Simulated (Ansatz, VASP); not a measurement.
**Pd: VASP beside Ansatz**

```
Pd
1.0
     0.00000    1.90600    1.94490
     1.90600    0.00000    1.94490
     1.90600    1.90600    0.00000
Pd
1
Direct
  0.00000 0.00000 0.00000
```

Change from the starting cell: equal xx and yy strain of -2 %.

Alike in both runs: task single point; functional PBE; k mesh 18 × 18 × 18; occupations fermi-dirac, width 0.05 eV; no spin polarisation.

|  | VASP | Ansatz |
| --- | --- | --- |
| version | VASP 6.6.1 | Ansatz 0.2.0 |
| potentials or method | VASP PAW PBE potentials, release 64 (Pd), cutoff 520 eV | all-electron LAPW, scalar-relativistic |

|  | VASP | Ansatz | Ansatz less VASP |
| --- | --- | --- | --- |
| pressure (GPa) | 16.6 | 16.9 | +0.32 |
| traceless stress, the component that is largest in VASP (GPa) | -1.04 | -1.05 | -0.013 |

Ansatz ran all-electron here, and VASP with PAW potentials.
